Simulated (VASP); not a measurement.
# AlGa3N4 (P-43m) in VASP: further runs

AlGa3N4 is run at these levels: r2SCAN+D4; tasks: single point, relaxation of volume and atoms at fixed shape.

All numbers are computed with VASP 6.6.1; they aren't measurements. Logs are shortened: lines on timing, memory, paths and dates and some standing lists are left out, and cuts for length are marked.

### 1 The cell of the first run

It takes space group P-43m (No. 215, cubic). Conventional cell: a = 4.451 Å, b = 4.451 Å, c = 4.451 Å, α = 90.00°, β = 90.00°, γ = 90.00°. Within 2.5 Å of Al (site symmetry -43m) lie 4 N at 1.89 Å. Ga (site symmetry -42m) has 4 N at 1.94 Å within 2.6 Å. Within 2.5 Å of N (site symmetry 3m) lie 1 Al at 1.89 Å and 3 Ga at 1.94 Å.

### 2 Single point, r2SCAN+D4

POSCAR reads:

```
AlGa3N4
1.0
    4.4509093107      0.0000000000      0.0000000000
    0.0000000000      4.4509093107      0.0000000000
    0.0000000000      0.0000000000      4.4509093107
Al Ga N
1 3 4
Direct
    0.0000000000      0.0000000000      0.0000000000
    0.5000000000      0.5000000000      0.0000000000
    0.5000000000      0.0000000000      0.5000000000
    0.0000000000      0.5000000000      0.5000000000
    0.7553103752      0.7553103752      0.2446896248
    0.7553103752      0.2446896248      0.7553103752
    0.2446896248      0.7553103752      0.7553103752
    0.2446896248      0.2446896248      0.2446896248
```

INCAR.step1 reads:

```
SYSTEM = AlGa3N4
PREC = Accurate
ENCUT = 520
ISMEAR = 0
SIGMA = 0.01
LREAL = .FALSE.
LASPH = .TRUE.
NELM = 100
NBANDS = 41
GGA = PE
ALGO = Normal
EDIFF = 1E-4
LWAVE = .TRUE.
LCHARG = .FALSE.
```

INCAR.step2 reads:

```
SYSTEM = AlGa3N4
PREC = Accurate
ENCUT = 520
EDIFF = 1E-6
ISMEAR = 0
SIGMA = 0.01
LREAL = .FALSE.
LASPH = .TRUE.
NELM = 100
ALGO = Normal
ISIF = 2
LWAVE = .FALSE.
LCHARG = .TRUE.
METAGGA = R2SCAN
LMIXTAU = .TRUE.
IVDW = 13
VDW_S6 = 1.0
VDW_S8 = 0.6018749
VDW_A1 = 0.51559235
VDW_A2 = 5.77342911
LELF = .TRUE.
LVHAR = .TRUE.
NBANDS = 41
ISTART = 1
```

KPOINTS reads:

```
Automatic mesh
0
G
  4 4 4
  0 0 0
```

Potentials or basis: VASP PAW PBE potentials, release 64 (Al, Ga_d, N).

Run with:

```bash
$ cat potpaw_PBE.64/Al/POTCAR potpaw_PBE.64/Ga_d/POTCAR potpaw_PBE.64/N/POTCAR > POTCAR
$ cp INCAR.step1 INCAR
$ mpirun -np 1 vasp_std > vasp.out
$ cp INCAR.step2 INCAR
$ mpirun -np 1 vasp_std > vasp.out
```

OUTCAR:

```text
SYSTEM = AlGa3N4
   PREC = Accurate
   ENCUT = 520
   EDIFF = 1E-6
   ISMEAR = 0
   LREAL = .FALSE.
   LASPH = .TRUE.
   NELM = 100
   ISIF = 2
   METAGGA = R2SCAN
   IVDW = 13
   ISTART = 1

 ion  position               nearest neighbor table
   1  0.000  0.000  0.000-   5 1.89   6 1.89   7 1.89   8 1.89
   2  0.500  0.500  0.000-   5 1.94   6 1.94   7 1.94   8 1.94
   3  0.500  0.000  0.500-   5 1.94   6 1.94   7 1.94   8 1.94
   4  0.000  0.500  0.500-   5 1.94   6 1.94   7 1.94   8 1.94
   5  0.755  0.755  0.245-   1 1.89   2 1.94   3 1.94   4 1.94
   6  0.755  0.245  0.755-   1 1.89   2 1.94   3 1.94   4 1.94
   7  0.245  0.755  0.755-   1 1.89   2 1.94   3 1.94   4 1.94
   8  0.245  0.245  0.245-   1 1.89   2 1.94   3 1.94   4 1.94

  LATTYP: Found a simple cubic cell.
 ALAT       =     4.4509093107

  Lattice vectors:

 A1 = (   4.4509093107,   0.0000000000,   0.0000000000)
 A2 = (   0.0000000000,   4.4509093107,   0.0000000000)
 A3 = (   0.0000000000,   0.0000000000,   4.4509093107)

Analysis of symmetry for initial positions (statically):
=====================================================================
 Subroutine PRICEL returns:
 Original cell was already a primitive cell.

 Routine SETGRP: Setting up the symmetry group for a
 simple cubic supercell.

 Subroutine GETGRP returns: Found 24 space group operations
 (whereof 24 operations were pure point group operations)
 out of a pool of 48 trial point group operations.

The static configuration has the point symmetry T_d .

Analysis of symmetry for dynamics (positions and initial velocities):
=====================================================================
 Subroutine PRICEL returns:
 Original cell was already a primitive cell.

 Routine SETGRP: Setting up the symmetry group for a
 simple cubic supercell.

 Subroutine GETGRP returns: Found 24 space group operations
 (whereof 24 operations were pure point group operations)
 out of a pool of 48 trial point group operations.

The dynamic configuration has the point symmetry T_d .

 Subroutine INISYM returns: Found 24 space group operations
 (whereof 24 operations are pure point group operations),
 and found     1 'primitive' translations

----------------------------------------------------------------------------------------

                                     Primitive cell

  volume of cell :      88.1752

  direct lattice vectors                    reciprocal lattice vectors
     4.450909311  0.000000000  0.000000000     0.224673192  0.000000000  0.000000000
     0.000000000  4.450909311  0.000000000     0.000000000  0.224673192  0.000000000
[... 91 lines left out ...]
   TEBEG  =    0.0;   TEEND  =   0.0 temperature during run
   PSTRESS=    0.0 pullay stress
   NELECT =      62.0000    total number of electrons
   NUPDOWN=      -1.0000    fix difference up-down
   EMIN   =  10.00;   EMAX   =-10.00  energy-range for DOS
   EFERMI =   0.00;   METHOD = LEGACY
   ISMEAR =     0;   SIGMA  =   0.01  broadening in eV -4-tet -1-fermi 0-gaus
   EFERMI_NEDOS =   21; number of points for ismear=-14 and -15
   IALGO  =     38    algorithm
   IMIX   =      4    mixing-type and parameters
     AMIX     =   0.40;   BMIX     =  1.00
     AMIX_MAG =   1.60;   BMIX_MAG =  1.00
  volume/ion in A,a.u.               =      11.02        74.38
  Fermi-wavevector in a.u.,A,eV,Ry     =   1.455761  2.750989 28.833999  2.119239
  Thomas-Fermi vector in A             =   2.572758
   LORBIT       =      0    0 simple, 1 ext, 2 COOP (PROOUT), +10 PAW based schemes
   METAGGA = R2SCAN    functional components
   LHFCALC =     F    Hartree Fock is set to
   AEXX    =    0.0000 exact exchange contribution
   IVDW    =    13    specifies the selected vdW correction
   LEPSILON=     F    determine dielectric tensor
   LRPA    =     F    only Hartree local field effects (RPA)
 non-spin polarized calculation
 Gauss-broadening in eV      SIGMA  =   0.01
  energy-cutoff  :      520.00
  volume of cell :       88.18
 maximum number of plane-waves:      2392
 NGX is ok and might be reduce to    36
   NGX = 17   NGY = 17   NGZ = 17

 number of electron      61.9999949 magnetization

 Free energy of the ion-electron system (eV)
  ---------------------------------------------------
  ext. energy  EPLUGINS =         0.00000000
  ---------------------------------------------------
  free energy    TOTEN  =       -84.85390685 eV

  energy without entropy =      -84.85390685  energy(sigma->0) =      -84.85390685

 E-fermi :   5.3380     XC(G=0): -12.4363

 val. band max:        5.2909801160   @ k =   0.0000   0.0000   0.0000
 cond. band min:       8.1788999322   @ k =   0.0000   0.0000   0.0000
 fundamental gap:      2.8879198162
 Fermi energy:         5.3379657876

 k-point     1 :       0.0000    0.0000    0.0000
  band No.  band energies     occupation
      1     -11.2805      2.00000
      2      -9.8501      2.00000
      3      -9.8501      2.00000
      4      -9.8501      2.00000
      5      -8.2150      2.00000
      6      -8.2150      2.00000
[... 429 lines left out ...]
     40      15.9902      0.00000
     41      15.9902      0.00000

------------------------ aborting loop because EDIFF is reached ----------------------------------------

  DFT-D4 for vdW energy calculation

  Edisp (eV):   -1.11698

  FORCE on cell =-STRESS in cart. coord.  units (eV):
  Direction    XX          YY          ZZ          XY          YZ          ZX
  --------------------------------------------------------------------------------------
  -------------------------------------------------------------------------------------
  Total       0.40814     0.40814     0.40814     0.00000    -0.00000    -0.00000
  in kB       7.41603     7.41603     7.41603     0.00000    -0.00000    -0.00000
  external pressure =        7.42 kB  Pullay stress =        0.00 kB

 VOLUME and BASIS-vectors are now :
 -----------------------------------------------------------------------------
  energy-cutoff  :      520.00
  volume of cell :       88.18
      direct lattice vectors                 reciprocal lattice vectors
     4.450909311  0.000000000  0.000000000     0.224673192  0.000000000  0.000000000
     0.000000000  4.450909311  0.000000000     0.000000000  0.224673192  0.000000000
     0.000000000  0.000000000  4.450909311     0.000000000  0.000000000  0.224673192

 POSITION                                       TOTAL-FORCE (eV/Angst)
 -----------------------------------------------------------------------------------
      0.00000      0.00000      0.00000         0.000000     -0.000000     -0.000000
      2.22545      2.22545      0.00000         0.000000      0.000000     -0.000000
      2.22545      0.00000      2.22545         0.000000     -0.000000     -0.000000
      0.00000      2.22545      2.22545        -0.000000     -0.000000     -0.000000
      3.36182      3.36182      1.08909         0.049718      0.049718     -0.049718
      3.36182      1.08909      3.36182         0.049718     -0.049718      0.049718
      1.08909      3.36182      3.36182        -0.049718      0.049718      0.049718
      1.08909      1.08909      1.08909        -0.049718     -0.049718     -0.049718
 -----------------------------------------------------------------------------------
    total drift:                               -0.000000     -0.000000     -0.000000

  FREE ENERGIE OF THE ION-ELECTRON SYSTEM (eV)
  ---------------------------------------------------
  free  energy   TOTEN  =       -85.9708822752 eV

  energy  without entropy=      -85.9708822752  energy(sigma->0) =      -85.97088228
```

OUTCAR.step1:

```text
SYSTEM = AlGa3N4
   PREC = Accurate
   ENCUT = 520
   ISMEAR = 0
   LREAL = .FALSE.
   LASPH = .TRUE.
   NELM = 100
[... 667 lines left out ...]
      3.36182      1.08909      3.36182         0.061835     -0.061835      0.061835
      1.08909      3.36182      3.36182        -0.061835      0.061835      0.061835
      1.08909      1.08909      1.08909        -0.061835     -0.061835     -0.061835
 -----------------------------------------------------------------------------------
    total drift:                               -0.000000     -0.000000     -0.000000

  FREE ENERGIE OF THE ION-ELECTRON SYSTEM (eV)
  ---------------------------------------------------
  free  energy   TOTEN  =       -51.2016002626 eV

  energy  without entropy=      -51.2016002626  energy(sigma->0) =      -51.20160026
```

OSZICAR.step1:

```text
N       E                     dE             d eps       ncg     rms          rms(c)
DAV:   1     0.634462239706E+03    0.63446E+03   -0.27785E+04   917   0.258E+03
DAV:   2     0.554182087487E+02   -0.57904E+03   -0.54242E+03   884   0.626E+02
DAV:   3    -0.527546912599E+02   -0.10817E+03   -0.10488E+03   948   0.193E+02
DAV:   4    -0.596746193580E+02   -0.69199E+01   -0.68620E+01  1097   0.520E+01
DAV:   5    -0.598612811665E+02   -0.18666E+00   -0.18645E+00  1064   0.889E+00    0.160E+01
DAV:   6    -0.509263236427E+02    0.89350E+01   -0.25358E+01  1502   0.589E+01    0.451E+00
DAV:   7    -0.512450802703E+02   -0.31876E+00   -0.44196E+00   922   0.118E+01    0.402E+00
DAV:   8    -0.512352196053E+02    0.98607E-02   -0.49325E-01  1168   0.826E+00    0.106E+00
DAV:   9    -0.512008447819E+02    0.34375E-01   -0.14700E-01  1294   0.521E+00    0.472E-01
DAV:  10    -0.512013729197E+02   -0.52814E-03   -0.18580E-02  1014   0.801E-01    0.146E-01
DAV:  11    -0.512016183553E+02   -0.24544E-03   -0.24437E-03  1301   0.571E-01    0.436E-02
DAV:  12    -0.512016002626E+02    0.18093E-04   -0.47434E-04   987   0.231E-01
   1 F= -.51201600E+02 E0= -.51201600E+02  d E =-.612992E-45
```

Run time: 75 s. Hardware: 1 thread of Intel Xeon 6975P-C (Granite Rapids), shared host; peak memory 0.22 GiB.

What came out:

```yaml
Free_energy: -85.9709 eV
Pressure: 0.7 GPa
Largest_force: 0.086 eV/Å
Band_gap_on_the_k_mesh: 2.89 eV
Dispersion_energy_per_atom: -0.140 eV
```

Forces in eV/Å, atoms in the order of the input:
```
Al   0.000  0.000  0.000
Ga   0.000  0.000  0.000
Ga   0.000  0.000  0.000
Ga   0.000  0.000  0.000
N    0.050  0.050 -0.050
N    0.050 -0.050  0.050
N   -0.050  0.050  0.050
N   -0.050 -0.050 -0.050
```

Levels at points of the mesh, in eV from the valence-band top:
```tsv
k point	band 29	band 30	band 31	band 32	band 33	band 34
(0.00, 0.00, 0.00)	0.00	0.00	0.00	2.89	3.93	3.93
(0.50, 0.00, 0.00)	-1.55	-1.22	-1.22	5.49	5.60	6.81
(0.50, 0.50, 0.00)	-0.99	-0.99	-0.62	7.39	7.60	7.60
(0.50, 0.50, 0.50)	-0.69	-0.69	-0.69	5.65	5.65	5.65
```

Caveat: the PAW data sets were made with another functional, which shifts forces and pressure a little.

### 3 Relaxation of volume and atoms at fixed shape, r2SCAN+D4

This run uses another cell than the first one, of 11.18 Å³/atom.

POSCAR reads:

```
AlGa3N4
1.0
    4.4716850000      0.0000000000      0.0000000000
    0.0000000000      4.4716850000      0.0000000000
    0.0000000000      0.0000000000      4.4716850000
Al Ga N
1 3 4
Direct
    0.0000000000      0.0000000000      0.0000000000
    0.5000000000      0.5000000000      0.0000000000
    0.5000000000      0.0000000000      0.5000000000
    0.0000000000      0.5000000000      0.5000000000
    0.7557140000      0.7557140000      0.2442860000
    0.7557140000      0.2442860000      0.7557140000
    0.2442860000      0.7557140000      0.7557140000
    0.2442860000      0.2442860000      0.2442860000
```

INCAR.step1 reads:

```
SYSTEM = AlGa3N4
PREC = Accurate ; ENCUT = 600
ISMEAR = 0 ; SIGMA = 0.01
LREAL = .FALSE. ; LASPH = .TRUE.
NELM = 80 ; GGA = PE
ALGO = Normal ; EDIFF = 1E-4
LWAVE = .TRUE. ; LCHARG = .FALSE.
```

INCAR.step2 reads:

```
SYSTEM = AlGa3N4
PREC = Accurate ; ENCUT = 600
EDIFF = 1E-7 ; ISMEAR = 0
SIGMA = 0.01 ; LREAL = .FALSE.
LASPH = .TRUE. ; NELM = 80
ALGO = Normal ; ISIF = 8
LWAVE = .FALSE. ; LCHARG = .FALSE.
METAGGA = R2SCAN ; LMIXTAU = .TRUE.
IVDW = 13 ; VDW_S6 = 1.0
VDW_S8 = 0.6018749 ; VDW_A1 = 0.51559235
VDW_A2 = 5.77342911 ; IBRION = 2
NSW = 50 ; EDIFFG = -0.05
ISTART = 1
```

KPOINTS reads:

```
regular mesh
0
G
  4 4 4
  0 0 0
```

Potentials or basis: VASP PAW PBE potentials, release 64 (Al, Ga_d, N).

Run with:

```bash
$ cat potpaw_PBE.64/Al/POTCAR potpaw_PBE.64/Ga_d/POTCAR potpaw_PBE.64/N/POTCAR > POTCAR
$ cp INCAR.step1 INCAR
$ mpirun -np 1 vasp_std > vasp.out
$ cp INCAR.step2 INCAR
$ mpirun -np 1 vasp_std > vasp.out
```

OUTCAR:

```text
SYSTEM = AlGa3N4
   PREC = Accurate
   ENCUT = 600
   EDIFF = 1E-7
   ISMEAR = 0
   LREAL = .FALSE.
   LASPH = .TRUE.
   NELM = 80
   ISIF = 8
   METAGGA = R2SCAN
   IVDW = 13
   IBRION = 2
   NSW = 50
   EDIFFG = -0.05
   ISTART = 1

 ion  position               nearest neighbor table
   1  0.000  0.000  0.000-   5 1.89   6 1.89   7 1.89   8 1.89
   2  0.500  0.500  0.000-   5 1.95   6 1.95   7 1.95   8 1.95
   3  0.500  0.000  0.500-   5 1.95   6 1.95   7 1.95   8 1.95
   4  0.000  0.500  0.500-   5 1.95   6 1.95   7 1.95   8 1.95
   5  0.756  0.756  0.244-   1 1.89   2 1.95   3 1.95   4 1.95
   6  0.756  0.244  0.756-   1 1.89   2 1.95   3 1.95   4 1.95
   7  0.244  0.756  0.756-   1 1.89   2 1.95   3 1.95   4 1.95
   8  0.244  0.244  0.244-   1 1.89   2 1.95   3 1.95   4 1.95

  LATTYP: Found a simple cubic cell.
 ALAT       =     4.4716850000
[... 176 lines left out ...]
  ext. energy  EPLUGINS =         0.00000000
  ---------------------------------------------------
  free energy    TOTEN  =       -84.86652473 eV

  energy without entropy =      -84.86652473  energy(sigma->0) =      -84.86652473

------------------------ aborting loop because EDIFF is reached ----------------------------------------

  DFT-D4 for vdW energy calculation

  Edisp (eV):   -1.10214
[... 83 lines left out ...]
--------------------------------------- Ionic step        3  -------------------------------------------

 number of electron      61.9999954 magnetization

 Free energy of the ion-electron system (eV)
  ---------------------------------------------------
  ext. energy  EPLUGINS =         0.00000000
  ---------------------------------------------------
  free energy    TOTEN  =       -84.86166596 eV

  energy without entropy =      -84.86166596  energy(sigma->0) =      -84.86166596

 E-fermi :   5.2998     XC(G=0): -12.4158

 val. band max:        5.2469758574   @ k =   0.0000   0.0000   0.0000
 cond. band min:       8.1103223892   @ k =   0.0000   0.0000   0.0000
 fundamental gap:      2.8633465318
 Fermi energy:         5.2997567777

 k-point     1 :       0.0000    0.0000    0.0000
  band No.  band energies     occupation
      1     -11.2896      2.00000
      2      -9.8737      2.00000
      3      -9.8737      2.00000
      4      -9.8737      2.00000
      5      -8.2584      2.00000
      6      -8.2584      2.00000
[... 428 lines left out ...]
  FREE ENERGIE OF THE ION-ELECTRON SYSTEM (eV)
  ---------------------------------------------------
  free  energy   TOTEN  =       -85.9746776069 eV

  energy  without entropy=      -85.9746776069  energy(sigma->0) =      -85.97467761

 reached required accuracy - stopping structural energy minimisation
```

OUTCAR.step1:

```text
SYSTEM = AlGa3N4
   PREC = Accurate
   ENCUT = 600
   ISMEAR = 0
   LREAL = .FALSE.
   LASPH = .TRUE.
   NELM = 80
[... 627 lines left out ...]
      3.37931      1.09237      3.37931         0.016389     -0.016389      0.016389
      1.09237      3.37931      3.37931        -0.016389      0.016389      0.016389
      1.09237      1.09237      1.09237        -0.016389     -0.016389     -0.016389
 -----------------------------------------------------------------------------------
    total drift:                               -0.000000     -0.000000     -0.000000

  FREE ENERGIE OF THE ION-ELECTRON SYSTEM (eV)
  ---------------------------------------------------
  free  energy   TOTEN  =       -51.2584949490 eV

  energy  without entropy=      -51.2584949490  energy(sigma->0) =      -51.25849495
```

Wall time 3.3 min (1 thread of Intel Xeon 6975P-C (Granite Rapids), shared host); peak memory 0.24 GiB.

What came out:

* Free energy: -85.9747 eV
* Relaxed volume: 11.06 Å³/atom
* Relaxed cell: a = 4.456 Å, b = 4.456 Å, c = 4.456 Å, α = 90.00°, β = 90.00°, γ = 90.00°
* Space group after relaxing (to 0.1 Å): P-43m (No. 215)
* Energy gained by relaxing: 0.8 meV/atom
* Ionic steps: 3
* Pressure after relaxing: 0.0 GPa
* Band gap on the k mesh: 2.86 eV
* Dispersion energy per atom: -0.139 eV

The path:
| step | energy change (eV) | largest force (eV/Å) | pressure (GPa) | volume (Å³) |
| --- | --- | --- | --- | --- |
| 1 | 0.0000 | 0.0008 | -2.09 | 89.42 |
| 2 | 0.0006 | 0.0024 | 2.27 | 87.55 |
| 3 | -0.0060 | 0.0014 | 0.00 | 88.50 |

Final structure:
```cif
data_structure
_symmetry_space_group_name_H-M 'P 1'
_symmetry_Int_Tables_number 1
_cell_length_a 4.4563
_cell_length_b 4.4563
_cell_length_c 4.4563
_cell_angle_alpha 90.000
_cell_angle_beta 90.000
_cell_angle_gamma 90.000
_cell_volume 88.50
loop_
_atom_site_label
_atom_site_type_symbol
_atom_site_fract_x
_atom_site_fract_y
_atom_site_fract_z
_atom_site_occupancy
Al1 Al 0.00000 0.00000 0.00000 1
Ga1 Ga 0.50000 0.50000 0.00000 1
Ga2 Ga 0.50000 0.00000 0.50000 1
Ga3 Ga 0.00000 0.50000 0.50000 1
N1 N 0.75572 0.75572 0.24428 1
N2 N 0.75572 0.24428 0.75572 1
N3 N 0.24428 0.75572 0.75572 1
N4 N 0.24428 0.24428 0.24428 1
```

Caveat: the PAW data sets were made with another functional, which shifts forces and pressure a little.
